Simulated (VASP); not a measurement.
# TiO2 (P4_2/mnm) in VASP: a series of runs

Runs on TiO2. Level: r2SCAN+U. Tasks: single point.

Program: VASP 6.6.1. These are calculated values, not measurements. Logs are shortened: lines on timing, memory, paths and dates and some standing lists are left out, and cuts for length are marked.

## 1. The cell of the first run

It takes space group P4_2/mnm (No. 136, tetragonal). The conventional cell has a = 4.632 Å, b = 4.632 Å, c = 2.903 Å, α = 90.00°, β = 90.00°, γ = 90.00°. Ti (site symmetry mmm) has 6 O at 1.93 to 2.00 Å within 2.6 Å. Within 2.6 Å of O (site symmetry m2m) lie 3 Ti at 1.93 to 2.00 Å and 1 O at 2.56 Å.

## 2. Single point, r2SCAN+U (uniaxial strain along c: -3.0 %)

POSCAR

```
TiO2
1.0
    4.6318152795      0.0000000000      0.0000000000
    0.0000000000      4.6318152795      0.0000000000
    0.0000000000      0.0000000000      2.9033802601
Ti O
2 4
Direct
    0.5000000000      0.5000000000      0.0000000000
    0.0000000000      0.0000000000      0.5000000000
    0.6951921430      0.6951921430      0.5000000000
    0.8048078570      0.1951921430      0.0000000000
    0.1951921430      0.8048078570      0.0000000000
    0.3048078570      0.3048078570      0.5000000000
```

INCAR.step1

```
ALGO = Normal
EDIFF = 1E-4
ENCUT = 520
GGA = PE
ISMEAR = 0
LASPH = True
LCHARG = False
LDAU = True
LDAUJ = 0 0
LDAUL = 2 -1
LDAUTYPE = 2
LDAUU = 4 0
LMAXMIX = 4
LREAL = False
LWAVE = True
NBANDS = 33
NELM = 150
PREC = Accurate
SIGMA = 0.02
```

INCAR.step2

```
ALGO = Normal
EDIFF = 1E-6
ENCUT = 520
ISIF = 2
ISMEAR = 0
ISTART = 1
LASPH = True
LCHARG = True
LDAU = True
LDAUJ = 0 0
LDAUL = 2 -1
LDAUPRINT = 1
LDAUTYPE = 2
LDAUU = 4 0
LELF = True
LMAXMIX = 4
LMIXTAU = True
LREAL = False
LVHAR = True
LWAVE = False
METAGGA = R2SCAN
NBANDS = 33
NELM = 150
PREC = Accurate
SIGMA = 0.02
```

KPOINTS

```
k-points
0
Gamma
  6 6 8
```

Potentials or basis: VASP PAW PBE potentials, release 64 (Ti_sv, O).

Started as:

```console
$ cat potpaw_PBE.64/Ti_sv/POTCAR potpaw_PBE.64/O/POTCAR > POTCAR
$ cp INCAR.step1 INCAR
$ mpirun -np 1 vasp_std > vasp.out
$ cp INCAR.step2 INCAR
$ mpirun -np 1 vasp_std > vasp.out
```

OUTCAR:

```text
EDIFF = 1E-6
   ENCUT = 520
   ISIF = 2
   ISMEAR = 0
   ISTART = 1
   LASPH = True
   LREAL = False
   METAGGA = R2SCAN
   NELM = 150
   PREC = Accurate

 ion  position               nearest neighbor table
   1  0.500  0.500  0.000-   3 1.93   6 1.93   3 1.93   6 1.93   5 2.00   4 2.00
   2  0.000  0.000  0.500-   4 1.93   5 1.93   4 1.93   5 1.93   3 2.00   6 2.00
   3  0.695  0.695  0.500-   1 1.93   1 1.93   2 2.00
   4  0.805  0.195  0.000-   2 1.93   2 1.93   1 2.00
   5  0.195  0.805  0.000-   2 1.93   2 1.93   1 2.00
   6  0.305  0.305  0.500-   1 1.93   1 1.93   2 2.00

  LATTYP: Found a simple tetragonal cell.
 ALAT       =     4.6318152795
 C/A-ratio  =     0.6268342075

  Lattice vectors:

 A1 = (   4.6318152795,   0.0000000000,   0.0000000000)
 A2 = (   0.0000000000,   4.6318152795,   0.0000000000)
 A3 = (   0.0000000000,   0.0000000000,   2.9033802601)

Analysis of symmetry for initial positions (statically):
=====================================================================
 Subroutine PRICEL returns:
 Original cell was already a primitive cell.

 Routine SETGRP: Setting up the symmetry group for a
 simple tetragonal supercell.

 Subroutine GETGRP returns: Found 16 space group operations
 (whereof  8 operations were pure point group operations)
 out of a pool of 16 trial point group operations.

The static configuration has the point symmetry D_2h.
 The point group associated with its full space group is D_4h.

Analysis of symmetry for dynamics (positions and initial velocities):
=====================================================================
 Subroutine PRICEL returns:
 Original cell was already a primitive cell.

 Routine SETGRP: Setting up the symmetry group for a
 simple tetragonal supercell.

 Subroutine GETGRP returns: Found 16 space group operations
 (whereof  8 operations were pure point group operations)
 out of a pool of 16 trial point group operations.

The dynamic configuration has the point symmetry D_2h.
 The point group associated with its full space group is D_4h.

 Subroutine INISYM returns: Found 16 space group operations
 (whereof  8 operations are pure point group operations),
 and found     1 'primitive' translations

----------------------------------------------------------------------------------------

                                     Primitive cell

  volume of cell :      62.2883

  direct lattice vectors                    reciprocal lattice vectors
     4.631815279  0.000000000  0.000000000     0.215898074  0.000000000  0.000000000
     0.000000000  4.631815279  0.000000000     0.000000000  0.215898074  0.000000000
     0.000000000  0.000000000  2.903380260     0.000000000  0.000000000  0.344426121

  length of vectors
     4.631815279  4.631815279  2.903380260     0.215898074  0.215898074  0.344426121

  position of ions in fractional coordinates (direct lattice)
     0.500000000  0.500000000  0.000000000
     0.000000000  0.000000000  0.500000000
     0.695192143  0.695192143  0.500000000
     0.804807857  0.195192143  0.000000000
     0.195192143  0.804807857  0.000000000
     0.304807857  0.304807857  0.500000000

  ion indices of the primitive-cell ions
   primitive index   ion index
                 1           1
                 2           2
                 3           3
                 4           4
                 5           5
                 6           6

----------------------------------------------------------------------------------------

 KPOINTS: k-points

Automatic generation of k-mesh.
 Grid dimensions read from file:
 generate k-points for:    6    6    8

 Generating k-lattice:

  Cartesian coordinates                     Fractional coordinates (reciprocal lattice)
     0.035983012  0.000000000  0.000000000     0.166666667  0.000000000  0.000000000
     0.000000000  0.035983012  0.000000000     0.000000000  0.166666667  0.000000000
     0.000000000  0.000000000  0.043053265     0.000000000  0.000000000  0.125000000

[... 65 lines left out ...]
   TEBEG  =    0.0;   TEEND  =   0.0 temperature during run
   PSTRESS=    0.0 pullay stress
   NELECT =      48.0000    total number of electrons
   NUPDOWN=      -1.0000    fix difference up-down
   EMIN   =  10.00;   EMAX   =-10.00  energy-range for DOS
   EFERMI =   0.00;   METHOD = LEGACY
   ISMEAR =     0;   SIGMA  =   0.02  broadening in eV -4-tet -1-fermi 0-gaus
   EFERMI_NEDOS =   21; number of points for ismear=-14 and -15
   IALGO  =     38    algorithm
   IMIX   =      4    mixing-type and parameters
     AMIX     =   0.40;   BMIX     =  1.00
     AMIX_MAG =   1.60;   BMIX_MAG =  1.00
  volume/ion in A,a.u.               =      10.38        70.06
  Fermi-wavevector in a.u.,A,eV,Ry     =   1.500905  2.836299 30.650047  2.252715
  Thomas-Fermi vector in A             =   2.612345
   LORBIT       =      0    0 simple, 1 ext, 2 COOP (PROOUT), +10 PAW based schemes
 LDA+U is selected, type is set to LDAUTYPE =  2
   angular momentum for each species LDAUL =     2   -1
   U (eV)           for each species LDAUU =   4.0  0.0
   J (eV)           for each species LDAUJ =   0.0  0.0
   METAGGA = R2SCAN    functional components
   LHFCALC =     F    Hartree Fock is set to
   AEXX    =    0.0000 exact exchange contribution
   IVDW    =     0    specifies the selected vdW correction
   LEPSILON=     F    determine dielectric tensor
   LRPA    =     F    only Hartree local field effects (RPA)
 non-spin polarized calculation
 Gauss-broadening in eV      SIGMA  =   0.02
  energy-cutoff  :      520.00
  volume of cell :       62.29
 maximum number of plane-waves:      1696
 NGX is ok and might be reduce to    36
   NGX = 17   NGY = 17   NGZ = 11

atom =   1  type =  1  l = 2

 onsite density matrix

spin component  1

  0.1893  0.0000  0.0716  0.0000  0.0000
  0.0000  0.1847  0.0000  0.0929  0.0000
  0.0716  0.0000  0.1268  0.0000 -0.0000
  0.0000  0.0929  0.0000  0.1847  0.0000
  0.0000  0.0000 -0.0000  0.0000  0.0893

spin component  2

  0.1893  0.0000  0.0716  0.0000  0.0000
  0.0000  0.1847  0.0000  0.0929  0.0000
  0.0716  0.0000  0.1268  0.0000 -0.0000
  0.0000  0.0929  0.0000  0.1847  0.0000
  0.0000  0.0000 -0.0000  0.0000  0.0893

 occupancies and eigenvectors

  o =  0.0800  v = -0.5478 -0.0000  0.8366  0.0000  0.0000  0.0000  0.0000  0.0000  0.0000  0.0000      0.0000  0.0000  0.0000  0.0000  0.0000  0.0000  0.0000  0.0000  0.0000  0.0000
  o =  0.0800  v =  0.0000  0.0000  0.0000  0.0000  0.0000 -0.5478 -0.0000  0.8366  0.0000  0.0000      0.0000  0.0000  0.0000  0.0000  0.0000  0.0000  0.0000  0.0000  0.0000  0.0000
  o =  0.0893  v = -0.0000  0.0000  0.0000  0.0000 -1.0000  0.0000  0.0000  0.0000  0.0000  0.0000      0.0000  0.0000  0.0000  0.0000  0.0000  0.0000  0.0000  0.0000  0.0000  0.0000
  o =  0.0893  v =  0.0000  0.0000  0.0000  0.0000  0.0000 -0.0000  0.0000  0.0000  0.0000 -1.0000      0.0000  0.0000  0.0000  0.0000  0.0000  0.0000  0.0000  0.0000  0.0000  0.0000
  o =  0.0917  v =  0.0000  0.7071  0.0000 -0.7071  0.0000  0.0000  0.0000  0.0000  0.0000  0.0000      0.0000  0.0000  0.0000  0.0000  0.0000  0.0000  0.0000  0.0000  0.0000  0.0000
  o =  0.0917  v =  0.0000  0.0000  0.0000  0.0000  0.0000  0.0000  0.7071  0.0000 -0.7071  0.0000      0.0000  0.0000  0.0000  0.0000  0.0000  0.0000  0.0000  0.0000  0.0000  0.0000
  o =  0.2361  v = -0.8366 -0.0000 -0.5478  0.0000  0.0000  0.0000  0.0000  0.0000  0.0000  0.0000      0.0000  0.0000  0.0000  0.0000  0.0000  0.0000  0.0000  0.0000  0.0000  0.0000
  o =  0.2361  v =  0.0000  0.0000  0.0000  0.0000  0.0000 -0.8366 -0.0000 -0.5478  0.0000  0.0000      0.0000  0.0000  0.0000  0.0000  0.0000  0.0000  0.0000  0.0000  0.0000  0.0000
  o =  0.2776  v =  0.0000  0.0000  0.0000  0.0000  0.0000  0.0000  0.7071  0.0000  0.7071  0.0000      0.0000  0.0000  0.0000  0.0000  0.0000  0.0000  0.0000  0.0000  0.0000  0.0000
  o =  0.2776  v =  0.0000  0.7071  0.0000  0.7071  0.0000  0.0000  0.0000  0.0000  0.0000  0.0000      0.0000  0.0000  0.0000  0.0000  0.0000  0.0000  0.0000  0.0000  0.0000  0.0000

atom =   2  type =  1  l = 2

 onsite density matrix

spin component  1

  0.1893  0.0000 -0.0716  0.0000 -0.0000
  0.0000  0.1847  0.0000 -0.0929  0.0000
 -0.0716  0.0000  0.1268  0.0000 -0.0000
  0.0000 -0.0929  0.0000  0.1847  0.0000
 -0.0000  0.0000 -0.0000  0.0000  0.0893

spin component  2

  0.1893  0.0000 -0.0716  0.0000 -0.0000
  0.0000  0.1847  0.0000 -0.0929  0.0000
 -0.0716  0.0000  0.1268  0.0000 -0.0000
  0.0000 -0.0929  0.0000  0.1847  0.0000
 -0.0000  0.0000 -0.0000  0.0000  0.0893

 occupancies and eigenvectors

  o =  0.0800  v = -0.5478  0.0000 -0.8366  0.0000 -0.0000  0.0000  0.0000  0.0000  0.0000  0.0000      0.0000  0.0000  0.0000  0.0000  0.0000  0.0000  0.0000  0.0000  0.0000  0.0000
  o =  0.0800  v =  0.0000  0.0000  0.0000  0.0000  0.0000 -0.5478  0.0000 -0.8366  0.0000 -0.0000      0.0000  0.0000  0.0000  0.0000  0.0000  0.0000  0.0000  0.0000  0.0000  0.0000
  o =  0.0893  v =  0.0000 -0.0000 -0.0000 -0.0000  1.0000  0.0000  0.0000  0.0000  0.0000  0.0000      0.0000  0.0000  0.0000  0.0000  0.0000  0.0000  0.0000  0.0000  0.0000  0.0000
  o =  0.0893  v =  0.0000  0.0000  0.0000  0.0000  0.0000  0.0000 -0.0000 -0.0000 -0.0000  1.0000      0.0000  0.0000  0.0000  0.0000  0.0000  0.0000  0.0000  0.0000  0.0000  0.0000
  o =  0.0917  v =  0.0000  0.7071 -0.0000  0.7071  0.0000  0.0000  0.0000  0.0000  0.0000  0.0000      0.0000  0.0000  0.0000  0.0000  0.0000  0.0000  0.0000  0.0000  0.0000  0.0000
  o =  0.0917  v =  0.0000  0.0000  0.0000  0.0000  0.0000  0.0000  0.7071 -0.0000  0.7071  0.0000      0.0000  0.0000  0.0000  0.0000  0.0000  0.0000  0.0000  0.0000  0.0000  0.0000
  o =  0.2361  v = -0.8366  0.0000  0.5478  0.0000  0.0000  0.0000  0.0000  0.0000  0.0000  0.0000      0.0000  0.0000  0.0000  0.0000  0.0000  0.0000  0.0000  0.0000  0.0000  0.0000
  o =  0.2361  v =  0.0000  0.0000  0.0000  0.0000  0.0000 -0.8366  0.0000  0.5478  0.0000  0.0000      0.0000  0.0000  0.0000  0.0000  0.0000  0.0000  0.0000  0.0000  0.0000  0.0000
  o =  0.2776  v =  0.0000  0.0000  0.0000  0.0000  0.0000  0.0000  0.7071 -0.0000 -0.7071  0.0000      0.0000  0.0000  0.0000  0.0000  0.0000  0.0000  0.0000  0.0000  0.0000  0.0000
  o =  0.2776  v =  0.0000  0.7071 -0.0000 -0.7071  0.0000  0.0000  0.0000  0.0000  0.0000  0.0000      0.0000  0.0000  0.0000  0.0000  0.0000  0.0000  0.0000  0.0000  0.0000  0.0000

 number of electron      48.0000025 magnetization

 Free energy of the ion-electron system (eV)
  ---------------------------------------------------
  ext. energy  EPLUGINS =         0.00000000
  ---------------------------------------------------
  free energy    TOTEN  =       -64.60050539 eV

  energy without entropy =      -64.60050539  energy(sigma->0) =      -64.60050539

 E-fermi :   4.9974     XC(G=0): -12.1657

 val. band max:        4.7719504581   @ k =   0.0000   0.0000   0.0000
 cond. band min:       7.6001263849   @ k =   0.5000   0.5000   0.0000
 fundamental gap:      2.8281759268
 Fermi energy:         4.9974306514

 k-point     1 :       0.0000    0.0000    0.0000
  band No.  band energies     occupation
      1     -55.2631      2.00000
      2     -55.2469      2.00000
      3     -30.4751      2.00000
      4     -30.4751      2.00000
      5     -30.3124      2.00000
      6     -30.3124      2.00000
[... 853 lines left out ...]
     32      10.3256      0.00000
     33      11.9010      0.00000

 [... further k-points ...]

------------------------ aborting loop because EDIFF is reached ----------------------------------------

  FORCE on cell =-STRESS in cart. coord.  units (eV):
  Direction    XX          YY          ZZ          XY          YZ          ZX
  --------------------------------------------------------------------------------------
  -------------------------------------------------------------------------------------
  Total        2.3730263      2.3730263      7.9383662     -0.0000000      0.0000000      0.0000000
  in kB       61.0389069     61.0389069    204.1904047     -0.0000000      0.0000000      0.0000000
  external PRESSURE =     108.7560728 kB  Pullay stress =       0.0000000 kB

 VOLUME and BASIS-vectors are now :
 -----------------------------------------------------------------------------
  energy-cutoff  :      520.00
  volume of cell :       62.29
      direct lattice vectors                 reciprocal lattice vectors
     4.631815279  0.000000000  0.000000000     0.215898074  0.000000000  0.000000000
     0.000000000  4.631815279  0.000000000     0.000000000  0.215898074  0.000000000
     0.000000000  0.000000000  2.903380260     0.000000000  0.000000000  0.344426121

 POSITION                                       TOTAL-FORCE (eV/Angst)
 -----------------------------------------------------------------------------------
      2.31591      2.31591      0.00000        -0.000000      0.000000      0.000000
      0.00000      0.00000      1.45169        -0.000000      0.000000      0.000000
      3.22000      3.22000      1.45169         0.210781      0.210781     -0.000000
      3.72772      0.90409      0.00000        -0.210781      0.210781     -0.000000
      0.90409      3.72772      0.00000         0.210781     -0.210781      0.000000
      1.41181      1.41181      1.45169        -0.210781     -0.210781      0.000000
 -----------------------------------------------------------------------------------
    total drift:                                0.000000      0.000000      0.000000

  FREE ENERGIE OF THE ION-ELECTRON SYSTEM (eV)
  ---------------------------------------------------
  free  energy   TOTEN  =       -64.6005053935 eV

  energy  without entropy=      -64.6005053935  energy(sigma->0) =      -64.60050539
```

Run time: 5.8 min. Hardware: 1 thread of Intel Xeon 8259CL, shared host; peak memory 0.23 GiB.

Results:

```
Free energy            : -64.6005 eV
Pressure               : 10.9 GPa
Largest force          : 0.298 eV/Å
Band gap on the k mesh : 2.83 eV (least direct gap 2.85 eV)
```

Forces in eV/Å, atoms in the order of the input:
```
Ti   0.000  0.000  0.000
Ti   0.000  0.000  0.000
O    0.211  0.211  0.000
O   -0.211  0.211  0.000
O    0.211 -0.211  0.000
O   -0.211 -0.211  0.000
```

Levels at points of the mesh, in eV from the valence-band top:
| k point | band 22 | band 23 | band 24 | band 25 | band 26 | band 27 |
| --- | --- | --- | --- | --- | --- | --- |
| (0.00, 0.00, 0.00) | -0.54 | -0.54 | 0.00 | 2.85 | 3.05 | 3.59 |
| (0.50, 0.00, 0.00) | -1.57 | -0.78 | -0.78 | 3.50 | 3.50 | 4.13 |
| (0.50, 0.50, 0.00) | -1.34 | -1.22 | -1.22 | 2.83 | 2.83 | 3.64 |
| (0.00, 0.00, 0.50) | -2.26 | -1.53 | -1.53 | 3.96 | 3.96 | 4.48 |
| (0.50, 0.00, 0.50) | -2.02 | -1.11 | -1.11 | 2.96 | 2.96 | 4.50 |
| (0.50, 0.50, 0.50) | -1.24 | -0.77 | -0.77 | 3.62 | 3.62 | 4.17 |

Eigenvalues of the final occupation matrices:
```tsv
site	spin	trace	eigenvalues
site 1 d	1	0.77	0.08 0.09 0.09 0.24 0.28
site 1 d	2	0.77	0.08 0.09 0.09 0.24 0.28
site 2 d	1	0.77	0.08 0.09 0.09 0.24 0.28
site 2 d	2	0.77	0.08 0.09 0.09 0.24 0.28
```

Caveat: the cell differs from its parent crystal (uniaxial strain along c: -3.0 %); the stress differs along the axes, from 6 to 20 GPa; the PAW data sets were made with another functional, which shifts forces and pressure a little. A k mesh can miss the band edges.

(Part 1 of 2 ends here.)
